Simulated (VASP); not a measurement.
# H10CO5 in VASP: further runs

The runs below take H10CO5 through single point, with PBE+D3(BJ).

Everything below comes from runs of VASP 6.6.1. Logs are shortened: lines on timing, memory, paths and dates and some standing lists are left out, and cuts for length are marked.

### 1 The cell of the first run

The cell holds a disordered packing, 16 atoms: a = 5.657 Å, b = 5.657 Å, c = 5.657 Å, α = 90.00°, β = 90.00°, γ = 90.00°.

### 2 Single point, PBE+D3(BJ)

INCAR

```
ALGO = Normal
EDIFF = 1E-7
ENCUT = 520
GGA = PE
ISIF = 2
ISMEAR = -1
IVDW = 12
LASPH = True
LCHARG = False
LREAL = Auto
LWAVE = False
NBANDS = 36
NELM = 100
PREC = Accurate
SIGMA = 0.05
```

KPOINTS

```
k-points
0
Gamma
  1 1 1
```

POSCAR

```
H10CO5
1.0
    5.6566530000      0.0000000000      0.0000000000
    0.0000000000      5.6566530000      0.0000000000
    0.0000000000      0.0000000000      5.6566530000
O H C
5 10 1
Direct
    0.4903076077      0.8865313110      0.0655688090
    0.5575204984      0.2925051263      0.8255235030
   -0.0513377787      0.5579801342      0.8418759291
    0.0469358824      1.0915111816     -0.0021037175
    0.1831118154      1.0166612659      0.5201308972
    0.5468251279      0.7362834524     -0.0152210150
    0.5953874137      1.0106506445     -0.0084148701
    0.4244736242      0.3393702955      0.7209210111
    0.6955880094      0.3818512467      0.7524590955
   -0.0207896790      0.7227418758      0.9043156793
   -0.0282145643      0.4647447881      0.9837442742
    0.2147559697      1.0443985162      0.0353565969
   -0.0306541695      1.1344694469      0.1456868576
    0.5183984239      0.8694010398      0.5630361275
    0.2318685626      0.6806675255      0.4897595804
    0.3219394932      0.8494775974      0.5368192109
```

Potentials or basis: VASP PAW PBE potentials, release 64 (O, H, C).

Run with:

```console
> cat potpaw_PBE.64/O/POTCAR potpaw_PBE.64/H/POTCAR potpaw_PBE.64/C/POTCAR > POTCAR
> mpirun -np 1 vasp_gam > vasp.out
```

OUTCAR:

```text
EDIFF = 1E-7
   ENCUT = 520
   GGA = PE
   ISIF = 2
   ISMEAR = -1
   IVDW = 12
   LASPH = True
   LREAL = Auto
   NELM = 100
   PREC = Accurate
 IVDW          = 12

 ion  position               nearest neighbor table
   1  0.490  0.887  0.066-   7 1.01   6 1.02
   2  0.558  0.293  0.826-   8 0.99   9 1.02
   3  0.949  0.558  0.842-  11 0.97  10 1.01
   4  0.047  0.092  0.998-  13 0.97  12 1.01
   5  0.183  0.017  0.520-  16 1.23
   6  0.547  0.736  0.985-   1 1.02
   7  0.595  0.011  0.992-   1 1.01
   8  0.424  0.339  0.721-   2 0.99
   9  0.696  0.382  0.752-   2 1.02
  10  0.979  0.723  0.904-   3 1.01
  11  0.972  0.465  0.984-   3 0.97
  12  0.215  0.044  0.035-   4 1.01
  13  0.969  0.134  0.146-   4 0.97
  14  0.518  0.869  0.563-  16 1.13
  15  0.232  0.681  0.490-  16 1.11
  16  0.322  0.849  0.537-  15 1.11  14 1.13   5 1.23

  LATTYP: Found a simple cubic cell.
 ALAT       =     5.6566530000

  Lattice vectors:

 A1 = (   5.6566530000,   0.0000000000,   0.0000000000)
 A2 = (   0.0000000000,   5.6566530000,   0.0000000000)
 A3 = (   0.0000000000,   0.0000000000,   5.6566530000)

Analysis of symmetry for initial positions (statically):
=====================================================================
 Subroutine PRICEL returns:
 Original cell was already a primitive cell.

 Routine SETGRP: Setting up the symmetry group for a
 simple cubic supercell.

 Subroutine GETGRP returns: Found  1 space group operations
 (whereof  1 operations were pure point group operations)
 out of a pool of 48 trial point group operations.

The static configuration has the point symmetry C_1 .

Analysis of symmetry for dynamics (positions and initial velocities):
=====================================================================
 Subroutine PRICEL returns:
 Original cell was already a primitive cell.

 Routine SETGRP: Setting up the symmetry group for a
 simple cubic supercell.

 Subroutine GETGRP returns: Found  1 space group operations
 (whereof  1 operations were pure point group operations)
 out of a pool of 48 trial point group operations.

The dynamic configuration has the point symmetry C_1 .

 Subroutine INISYM returns: Found  1 space group operations
 (whereof  1 operations are pure point group operations),
 and found     1 'primitive' translations

----------------------------------------------------------------------------------------

                                     Primitive cell

  volume of cell :     181.0000

  direct lattice vectors                    reciprocal lattice vectors
     5.656653000  0.000000000  0.000000000     0.176782985  0.000000000  0.000000000
     0.000000000  5.656653000  0.000000000     0.000000000  0.176782985  0.000000000
     0.000000000  0.000000000  5.656653000     0.000000000  0.000000000  0.176782985

  length of vectors
     5.656653000  5.656653000  5.656653000     0.176782985  0.176782985  0.176782985

  position of ions in fractional coordinates (direct lattice)
     0.490307608  0.886531311  0.065568809
     0.557520498  0.292505126  0.825523503
     0.948662221  0.557980134  0.841875929
     0.046935882  0.091511182  0.997896283
     0.183111815  0.016661266  0.520130897
     0.546825128  0.736283452  0.984778985
[... 8 lines left out ...]
     0.231868563  0.680667525  0.489759580
     0.321939493  0.849477597  0.536819211

  ion indices of the primitive-cell ions
   primitive index   ion index
                 1           1
                 2           2
                 3           3
                 4           4
                 5           5
                 6           6
[... 8 lines left out ...]
                15          15
                16          16

----------------------------------------------------------------------------------------

 KPOINTS: k-points

Automatic generation of k-mesh.
 Grid dimensions read from file:
 generate k-points for:    1    1    1

 Generating k-lattice:

  Cartesian coordinates                     Fractional coordinates (reciprocal lattice)
[... 42 lines left out ...]
   TEBEG  =    0.0;   TEEND  =   0.0 temperature during run
   PSTRESS=    0.0 pullay stress
   NELECT =      44.0000    total number of electrons
   NUPDOWN=      -1.0000    fix difference up-down
   EMIN   =  10.00;   EMAX   =-10.00  energy-range for DOS
   EFERMI =   0.00;   METHOD = LEGACY
   ISMEAR =    -1;   SIGMA  =   0.05  broadening in eV -4-tet -1-fermi 0-gaus
   EFERMI_NEDOS =   21; number of points for ismear=-14 and -15
   IALGO  =     38    algorithm
   IMIX   =      4    mixing-type and parameters
     AMIX     =   0.40;   BMIX     =  1.00
     AMIX_MAG =   1.60;   BMIX_MAG =  1.00
  volume/ion in A,a.u.               =      11.31        76.34
  Fermi-wavevector in a.u.,A,eV,Ry     =   1.021722  1.930775 14.203344  1.043916
  Thomas-Fermi vector in A             =   2.155362
   LORBIT       =      0    0 simple, 1 ext, 2 COOP (PROOUT), +10 PAW based schemes
   GGA     = PE    functional components
   LHFCALC =     F    Hartree Fock is set to
   AEXX    =    0.0000 exact exchange contribution
   IVDW    =    12    specifies the selected vdW correction
   LEPSILON=     F    determine dielectric tensor
   LRPA    =     F    only Hartree local field effects (RPA)
 non-spin polarized calculation
  energy-cutoff  :      520.00
  volume of cell :      181.00
 maximum number of plane-waves:      2473
 NGX is ok and might be reduce to    42
   NGX = 21   NGY = 21   NGZ = 21

 number of electron      44.0000015 magnetization

 Free energy of the ion-electron system (eV)
  ---------------------------------------------------
  ext. energy  EPLUGINS =         0.00000000
  ---------------------------------------------------
  free energy    TOTEN  =       -79.99866710 eV

  energy without entropy =      -79.99866710  energy(sigma->0) =      -79.99866710

 E-fermi :  -1.8313     XC(G=0):  -6.5950

 val. band max:       -3.0277926974   @ k =   0.0000   0.0000   0.0000
 cond. band min:       0.7697849933   @ k =   0.0000   0.0000   0.0000
 fundamental gap:      3.7975776907
 Fermi energy:        -1.8313297088

 k-point     1 :       0.0000    0.0000    0.0000
  band No.  band energies     occupation
      1     -23.1601      2.00000
      2     -22.3961      2.00000
      3     -22.0582      2.00000
      4     -21.7250      2.00000
      5     -21.5977      2.00000
      6     -12.2189      2.00000
[... 26 lines left out ...]
     33       7.5449      0.00000
     34       7.9152      0.00000
 [bands above 34 left out]

------------------------ aborting loop because EDIFF is reached ----------------------------------------

 Edisp (eV)   -0.56058

 E8    (eV) :    -0.1212

  FORCE on cell =-STRESS in cart. coord.  units (eV):
  Direction    XX          YY          ZZ          XY          YZ          ZX
  --------------------------------------------------------------------------------------
  -------------------------------------------------------------------------------------
  Total      -4.33038    -3.07566    -1.51566     0.39678    -1.12749     0.11943
  in kB     -38.33170   -27.22511   -13.41632     3.51224    -9.98032     1.05721
  external pressure =      -26.32 kB  Pullay stress =        0.00 kB

 VOLUME and BASIS-vectors are now :
 -----------------------------------------------------------------------------
  energy-cutoff  :      520.00
  volume of cell :      181.00
      direct lattice vectors                 reciprocal lattice vectors
     5.656653000  0.000000000  0.000000000     0.176782985  0.000000000  0.000000000
     0.000000000  5.656653000  0.000000000     0.000000000  0.176782985  0.000000000
     0.000000000  0.000000000  5.656653000     0.000000000  0.000000000  0.176782985

 POSITION                                       TOTAL-FORCE (eV/Angst)
 -----------------------------------------------------------------------------------
      2.77350      5.01480      0.37090         1.386712     -1.096741     -1.050252
      3.15370      1.65460      4.66970         0.399820      1.312028     -1.585248
      5.36625      3.15630      4.76220         0.270835      2.077038      0.533721
      0.26550      0.51765      5.64475         0.381672     -0.047522      0.429841
      1.03580      0.09425      2.94220         0.978332      0.087571      0.443890
      3.09320      4.16490      5.57055        -0.594049      1.139856      0.868365
[... 8 lines left out ...]
      1.31160      3.85030      2.77040         0.873100     -0.694155      0.462691
      1.82110      4.80520      3.03660        -1.330744      0.739935     -1.315428
 -----------------------------------------------------------------------------------
    total drift:                               -0.009198      0.016005     -0.003640

  FREE ENERGIE OF THE ION-ELECTRON SYSTEM (eV)
  ---------------------------------------------------
  free  energy   TOTEN  =       -80.5592461569 eV

  energy  without entropy=      -80.5592461568  energy(sigma->0) =      -80.55924616
```

It took 25 s on 1 thread of Intel Xeon Platinum 8259CL at 2.50GHz (Skylake/Cascade Lake), shared host; peak memory 0.25 GiB.

Results:

```
Free energy                : -80.5592 eV
Pressure                   : -2.6 GPa
Largest force              : 2.162 eV/Å
Dispersion energy per atom : -0.035 eV
```

Forces on the atoms (eV/Å):
```
O    1.387 -1.097 -1.050
O    0.400  1.312 -1.585
O    0.271  2.077  0.534
O    0.382 -0.048  0.430
O    0.978  0.088  0.444
H   -0.594  1.140  0.868
H   -0.896 -0.420  0.291
H    0.278 -0.667  0.601
H   -0.792 -0.664  0.951
H   -0.311 -0.862 -0.833
H    0.227 -0.614 -0.104
H   -0.956  0.146 -0.015
H    0.467 -0.403  0.155
H   -0.382 -0.033  0.166
H    0.873 -0.694  0.463
C   -1.331  0.740 -1.315
```

Levels at points of the mesh, in eV from the Fermi level:
```tsv
k point	band 18	band 19	band 20	band 21	band 22	band 23	band 24	band 25	band 26	band 27
(0.00, 0.00, 0.00)	-2.73	-2.47	-2.26	-2.06	-1.20	2.60	2.89	6.09	6.65	7.01
```

Caveat: the k points lie up to 1.11 Å⁻¹ apart.

### 3 Single point, PBE+D3(BJ)

INCAR

```
PREC = Accurate
ENCUT = 520
EDIFF = 1E-6
ISMEAR = -1
SIGMA = 0.05
LREAL = Auto
LASPH = True
NELM = 60
ALGO = Normal
ISIF = 2
LWAVE = False
LCHARG = False
GGA = PE
IVDW = 12
NBANDS = 36
```

KPOINTS

```
regular mesh
0
Gamma
  1 1 1
```

POSCAR

```
H10CO5
1.0
    5.6566530000      0.0000000000      0.0000000000
    0.0000000000      5.6566530000      0.0000000000
    0.0000000000      0.0000000000      5.6566530000
O H C
5 10 1
Direct
    0.4903252860      0.8706385207      0.0298940027
    0.5674733805      0.3285158202      0.8195835948
   -0.0499058365      0.5955818750      0.9024771362
    0.0358162327      1.1590599600      0.0981145564
    0.1172424754      0.9778220442      0.5174084392
    0.6088759554      0.7883283631     -0.0643490064
    0.5732541841      1.0245104305      0.0224691173
    0.5733779321      0.3318570186      0.6475383942
    0.7133370210      0.4129827302      0.8733433004
    0.0091750369      0.7277625126      0.9957478389
    0.0537950622      0.4593175505      0.9563959465
    0.1867712232      1.0962489656      0.0375487059
    0.0724103105      1.2128373439      0.2585451149
    0.4587695232      0.8691535436      0.4331713471
    0.2022574126      0.6467428707      0.5333189078
    0.2775669641      0.8352642455      0.4982981986
```

Potentials or basis: VASP PAW PBE potentials, release 64 (O, H, C).

Run with:

```console
> cat potpaw_PBE.64/O/POTCAR potpaw_PBE.64/H/POTCAR potpaw_PBE.64/C/POTCAR > POTCAR
> mpirun -np 1 vasp_gam > vasp.out
```

Wall time 31 s (1 thread of Intel Xeon Platinum 8259CL at 2.50GHz (Skylake/Cascade Lake), shared host); peak memory 0.24 GiB.

It converged, with:

| Property | Result |
| --- | --- |
| Free energy | -80.5573 eV |
| Pressure | -1.0 GPa |
| Largest force | 2.780 eV/Å |
| Dispersion energy per atom | -0.034 eV |

Forces in eV/Å, atoms in the order of the input:
```
O    0.563  0.724 -0.123
O    0.262  0.101  0.072
O    1.009 -0.646  0.365
O    0.510  0.343 -0.435
O    0.485  1.270  0.072
H   -0.203 -0.929 -0.058
H   -0.589  0.261  0.060
H    0.034 -0.049  0.306
H   -0.508 -0.113 -0.383
H   -0.094  0.204 -0.086
H   -0.915  0.584 -0.368
H   -0.232  0.048  0.133
H   -0.017 -0.444  0.024
H    0.245  0.132  0.261
H    1.407  0.444 -0.251
C   -1.956 -1.932  0.411
```

Stress tensor (GPa, compression positive):
```
-2.70 -1.23  0.56
-1.23  0.11  0.00
 0.56  0.00 -0.41
```

Levels at points of the mesh, in eV from the Fermi level:
```
           k point  band 20  band 21  band 22  band 23  band 24  band 25
(0.00, 0.00, 0.00)    -2.24    -1.98    -1.30     2.50     2.96     5.90
```

Caveat: the k points lie up to 1.11 Å⁻¹ apart.

### 4 Single point, PBE+D3(BJ)

INCAR

```
SYSTEM = H10CO5
  PREC = Accurate
  ENCUT = 520
  EDIFF = 1E-6
  ISMEAR = -1
  SIGMA = 0.05
  LREAL = Auto
  LASPH = .TRUE.
  NELM = 60
  ALGO = Normal
  ISIF = 2
  LWAVE = .FALSE.
  LCHARG = .FALSE.
  GGA = PE
  IVDW = 12
  NBANDS = 36
```

KPOINTS

```
regular mesh
0
G
  1 1 1
  0 0 0
```

POSCAR

```
H10CO5
1.0
    5.6566530000      0.0000000000      0.0000000000
    0.0000000000      5.6566530000      0.0000000000
    0.0000000000      0.0000000000      5.6566530000
O H C
5 10 1
Direct
    0.4871785489      0.9340505773      0.0572423304
    0.5824822558      0.3052158229      0.7853407306
   -0.0465999947      0.6315925690      0.9165490618
    0.0715440739      1.2096552502      0.0947733580
    0.1537658400      0.9480164330      0.5548510754
    0.6602314125      0.8807505074      0.0477137275
    0.4818220244      1.0616702138     -0.0622452889
    0.4899540417      0.3633243899      0.6456291379
    0.7468904315      0.3778736295      0.7898133402
    0.0795346648      0.7301844395      0.9394954932
    0.0116499987      0.4946918257      1.0030312978
    0.1878849560      1.1056184638      0.1655749433
   -0.0791280639      1.1897141295      0.1855514206
    0.4949039653      0.8428482355      0.6411034935
    0.2884567959      0.6184929498      0.4907495652
    0.3048799352      0.7978039311      0.5574144286
```

Run with:

```console
> cat potpaw_PBE.64/O/POTCAR potpaw_PBE.64/H/POTCAR potpaw_PBE.64/C/POTCAR > POTCAR
> mpirun -np 1 vasp_gam > vasp.out
```

Run time: 22 s. Hardware: 1 thread of Intel Xeon Platinum 8259CL at 2.50GHz (Skylake/Cascade Lake), shared host; peak memory 0.25 GiB.

It converged, with:

- Free energy: -80.3997 eV
- Pressure: -1.0 GPa
- Largest force: 3.807 eV/Å
- Dispersion energy per atom: -0.034 eV

Forces on the atoms (eV/Å):
```
O    1.687 -0.756  0.133
O    0.418  0.805 -0.981
O   -2.609 -1.786 -0.313
O   -1.622  0.175  0.618
O   -0.819  0.323 -0.291
H   -1.928  0.206  0.069
H    0.336  0.215  0.092
H    1.100 -0.358  1.123
H   -1.685 -0.297 -0.454
H    2.654  2.727  0.080
H    0.066 -0.828  0.265
H    0.243 -0.144  0.258
H    1.262 -0.133 -0.432
H   -1.430 -0.475 -0.870
H   -0.608 -0.892 -0.412
C    2.933  1.218  1.116
```

Stress tensor (GPa, compression positive):
```
-5.02  1.08 -0.41
 1.08  2.30 -0.61
-0.41 -0.61 -0.17
```

Levels at points of the mesh, in eV from the Fermi level:
```
           k point  band 20  band 21  band 22  band 23  band 24  band 25
(0.00, 0.00, 0.00)    -2.24    -2.03    -1.20     2.61     3.13     5.91
```

Caveat: the k points lie up to 1.11 Å⁻¹ apart; the atoms stand as in a frame of molecular dynamics.

### 5 Single point, PBE+D3(BJ)

INCAR

```
PREC     = Accurate       # precision mode
ENCUT    = 520            # plane-wave cutoff, eV
EDIFF    = 1E-6           # SCF threshold, eV
ISMEAR   = -1             # smearing method
SIGMA    = 0.05           # smearing width, eV
LREAL    = Auto         
LASPH    = True           # aspherical terms in the spheres
NELM     = 60             # most SCF steps
ALGO     = Normal         # electronic algorithm
ISIF     = 2              # what is computed and relaxed
LWAVE    = False          # write WAVECAR
LCHARG   = False          # write CHGCAR
GGA      = PE             # functional
IVDW     = 12             # dispersion correction
NBANDS   = 36             # bands
```

KPOINTS

```
regular mesh
0
Gamma
  1 1 1
```

POSCAR

```
H10CO5
1.0
    5.6566530000      0.0000000000      0.0000000000
    0.0000000000      5.6566530000      0.0000000000
    0.0000000000      0.0000000000      5.6566530000
O H C
5 10 1
Direct
    0.5269547204      0.9069320674      0.1027816272
    0.5926295992      0.3034303147      0.7293005245
   -0.0679730576      0.6654111539      0.9727660509
    0.0758045438      1.2398321057      0.1499296492
    0.1973605240      0.9250876799      0.6121641190
    0.6440204128      0.7896719138      0.1558518792
    0.5940085064      1.0093954853     -0.0066470402
    0.4403840929      0.3542023879      0.7595834498
    0.7094124388      0.4324111803      0.7813100786
    0.0291338359      0.8074209254      0.9396545979
    0.0526813294      0.5369076024      0.9854767475
    0.2094171235      1.1412225569      0.1759521045
   -0.0075309551      1.2378167796      0.3005841087
    0.5550101800      0.8362011953      0.6015748182
    0.3435777305      0.6044563808      0.4886458476
    0.3626172579      0.7930661471      0.5709206487
```

Run with:

```console
> cat potpaw_PBE.64/O/POTCAR potpaw_PBE.64/H/POTCAR potpaw_PBE.64/C/POTCAR > POTCAR
> mpirun -np 1 vasp_gam > vasp.out
```

Wall time 22 s (1 thread of Intel Xeon Platinum 8259CL at 2.50GHz (Skylake/Cascade Lake), shared host); peak memory 0.25 GiB.

Results (log left out):

* Free energy: -80.6449 eV
* Pressure: -0.9 GPa
* Largest force: 4.059 eV/Å
* Dispersion energy per atom: -0.034 eV

Forces in eV/Å, atoms in the order of the input:
```
O   -1.680 -1.949  2.249
O    4.057  0.106  0.010
O    1.121 -0.243 -0.276
O   -0.809  0.599 -0.025
O    0.269 -0.168 -0.131
H    0.055  0.575 -0.680
H    1.444  1.631 -1.760
H   -2.441  0.976  0.599
H   -1.405 -1.129 -0.286
H   -0.608 -0.447 -0.060
H   -0.840  0.373  0.425
H    1.179 -0.862  0.157
H   -0.034  0.019 -0.120
H   -0.307  0.400  0.164
H   -0.405  1.081  0.506
C    0.401 -0.963 -0.771
```

Stress tensor (GPa, compression positive):
```
 0.04 -1.30 -1.20
-1.30 -2.67 -1.49
-1.20 -1.49 -0.08
```

Levels at points of the mesh, in eV from the Fermi level:
```csv
k point,band 20,band 21,band 22,band 23,band 24,band 25
"(0.00, 0.00, 0.00)",-2.23,-2.12,-1.29,2.41,3.14,6.55
```

Caveat: the k points lie up to 1.11 Å⁻¹ apart; the atoms stand as in a frame of molecular dynamics.

### 6 The runs side by side

```tsv
cell	pressure (GPa)	largest force (eV/Å)
as given, atomic positions A	-2.6	2.16
as given, atomic positions B	-1.0	2.78
as given, atomic positions C	-1.0	3.81
as given, atomic positions D	-0.9	4.06
```

Alike in all rows: task single point; level PBE+D3(BJ); potentials or basis VASP PAW PBE potentials, release 64 (O, H, C); no spin polarisation; k mesh 1 × 1 × 1; cutoff (eV) 520; smearing fermi-dirac 0.05 eV.

Caveats: all runs use coarse meshes; the atoms stand as in a frame of molecular dynamics (at least some runs).

Total energies depend on the potentials used, so only differences within one code and one set of settings carry meaning.
